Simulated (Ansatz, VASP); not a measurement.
One calculation of Si16B, two programs

```
Si B
1.0
     0.00000    5.43000    5.43000
     5.43000    0.00000    5.43000
     5.43000    5.43000    0.00000
Si B
16 1
Direct
  0.00192 0.00363 0.99788
  0.13612 0.11696 0.13033
  0.99882 0.99279 0.51532
  0.13470 0.13504 0.62104
  0.00199 0.49665 0.99789
  0.13057 0.62813 0.11335
  0.99823 0.50765 0.48653
  0.13465 0.60903 0.62131
  0.50996 0.99534 0.99947
  0.62959 0.12662 0.12207
  0.50735 0.00068 0.49517
  0.62291 0.12478 0.62754
  0.50520 0.50130 0.99242
  0.62962 0.62181 0.12217
  0.50727 0.49680 0.49526
  0.62657 0.62795 0.61755
  0.17076 0.26248 0.80313
```

Alike in both runs: functional PBEsol; k mesh 2 × 2 × 2; occupations fermi-dirac, width 0.05 eV; collinear spin.

Ansatz relaxed the structure, and its values are those at the end. VASP's run is a single point on that final structure, the one shown.

```csv
,VASP,Ansatz
version,VASP 6.6.1,Ansatz 0.2.0
potentials or method,"VASP PAW PBE potentials, release 64 (Si, B), cutoff 520 eV","scalar-relativistic, plane waves, PAW"
valence electrons in the cell,67,67
```

|  | VASP | Ansatz | Ansatz less VASP |
| --- | --- | --- | --- |
| rms of the force components (eV/Å) | 0.024 | 0.022 | -0.0016 |
| net moment per atom (μB) | 0.00 | 0.00 | 0.000 |

VASP's potentials were made for PBE, not for PBEsol, and Ansatz warns of the same on its side. With one functional, cell and mesh, what is left measures potentials, basis and numerics. Ansatz's warnings: filled band counts differ across k points, seeded moment not kept.

The k mesh is coarse, so the values compare programs but aren't converged.
